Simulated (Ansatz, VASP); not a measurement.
# Two plane-wave programs on SiGeTe2S2

```xyz
6
Lattice="4.0804 0.0000 0.0000 0.0000 4.0804 0.0000 0.0000 0.0000 8.8926" Properties=species:S:1:pos:R:3 pbc="T T T"
Si    2.0402    2.0402    0.0000
Ge    0.0000    0.0000    0.0000
Te    0.0000    0.0000    1.9729
Te    0.0000    0.0000    6.9197
S     2.0402    0.0000    4.4463
S     0.0000    2.0402    4.4463
```

Alike in both runs: task single point; functional PBE; k mesh 4 × 4 × 2; occupations gaussian, width 0.1 eV; no spin polarisation.

|  | VASP | Ansatz |
| --- | --- | --- |
| version | VASP 6.6.1 | Ansatz 0.2.0 |
| potentials or method | VASP PAW PBE potentials, release 64 (Si, Ge_d, Te, S), cutoff 520 eV | scalar-relativistic, plane waves, PAW |
| valence electrons in the cell | 42 | 62 |

```tsv
	VASP	Ansatz	Ansatz less VASP
gap on the k mesh at the Fermi level (eV)	none	none	-
pressure (GPa)	23.1	22.8	-0.31
traceless stress, the component that is largest in VASP (GPa)	53.38	52.79	-0.589
rms of the force components (eV/Å)	5.380	5.304	-0.0757
```

Atom by atom the forces differ by 0.076 eV/Å (rms over components). A gap of «none» marks a metal or a gap that the smearing closes. VASP's potentials hold 42 valence electrons a cell and Ansatz's 62, so a difference there can come from the potentials and not from the codes.

The k mesh is coarse, so the values compare programs but aren't converged. Neither program's run includes spin-orbit coupling.
